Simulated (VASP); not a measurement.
Crystal: Cu.

```xyz
2
Lattice="2.5341 0.0000 0.0000 -1.2670 2.1946 0.0000 0.0000 0.0000 4.1126" Properties=species:S:1:pos:R:3 pbc="T T T"
Cu    0.0000    1.4631    1.0281
Cu    1.2670    0.7315    3.0844
```

This isn't the form of Cu at room conditions, which is fcc.

Base run:

* Program: VASP 6.6.1
* Functional: BLYP
* Potentials or basis: VASP PAW PBE potentials, release 64 (Cu)
* Cutoff: 520 eV
* k mesh: 12 × 12 × 7
* Occupations: fermi-dirac, width 0.1 eV
* Spin: no spin polarisation

Its results: band gap on the k mesh zero (bands 11 and 12 overlap by 6.13 eV); pressure 16.9 GPa.

Q: The run is repeated on the same cell with these changes: functional from BLYP to PBEsol. What comes out?

A: Band gap on the k mesh zero (bands 11 and 12 overlap by 5.93 eV); pressure -0.7 GPa.

PBEsol binds more tightly than BLYP, so the same cell stands under less pressure.

Caveats: the PAW data sets were made with another functional, which shifts forces and pressure a little; the cell stands under pressure (at least some runs).
